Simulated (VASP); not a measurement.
A run of VASP 6.6.1:

INCAR

```
PREC = Accurate
ENCUT = 520
EDIFF = 1E-6
ISMEAR = 0
SIGMA = 0.15
LREAL = F
LASPH = T
NELM = 80
ALGO = Fast
ISIF = 2
LWAVE = F
LCHARG = T
GGA = PE
LELF = T
LVHAR = T
NBANDS = 18
```

File KPOINTS:

```
regular mesh
0
Gamma
  16 16 16
```

The input POSCAR:

```
InPd
1.0
    2.9150646998      0.0000000000      0.0000000000
    0.0000000000      2.9150646998      0.0000000000
    0.0000000000      0.0000000000      4.1219014855
In Pd
1 1
Direct
    0.0000000000      0.0000000000      0.0000000000
    0.5000000000      0.5000000000      0.5000000000
```

Potentials or basis: VASP PAW PBE potentials, release 64 (In_d, Pd).

The run is started by

```sh
$ cat potpaw_PBE.64/In_d/POTCAR potpaw_PBE.64/Pd/POTCAR > POTCAR
$ mpirun -np 1 vasp_std > vasp.out
```

Hardware: 1 thread of Intel(R) Xeon(R) Platinum 8375C CPU @ 2.90GHz (Ice Lake), with other jobs on the host.

Question: Estimate the wall time of this run.

Answer: Run time: 2.6 min on 1 thread of Intel(R) Xeon(R) Platinum 8375C CPU @ 2.90GHz (Ice Lake) (shared host), peak memory 0.36 GiB. Counts: scf iterations 14, k points 405.
